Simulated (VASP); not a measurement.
Ir:

```
Ir
1.0
     0.00000    2.28137    1.43544
     2.28137    0.00000    1.43544
     2.28137    2.28137    0.00000
Ir
1
Direct
  0.00000 0.00000 0.00000
```

This cell differs from its parent crystal: volume 14.942 Å^3 an atom, c/a of the conventional cell 0.6292.

Base run:

* Program: VASP 6.6.1
* Functional: LDA
* Potentials or basis: VASP PAW LDA potentials, release 64 (Ir)
* Cutoff: 520 eV
* k mesh: 22 × 22 × 22
* Occupations: gaussian, width 0.15 eV
* Spin: no spin polarisation

Its results: pressure -13.7 GPa.

The run is repeated on the same cell with these changes: potentials or basis from VASP PAW LDA potentials, release 64 (Ir) to VASP PAW LDA potentials, release 64 (Ir_sv_GW); cutoff from 520 eV to 500 eV; further incar settings from ALGO = Fast; EDIFF = 1e-06; NBANDS = 10 to ALGO = Normal; EDIFF = 1e-06; NBANDS = 14; valence electrons from 9 to 17. What comes out?

Pressure -18.0 GPa.
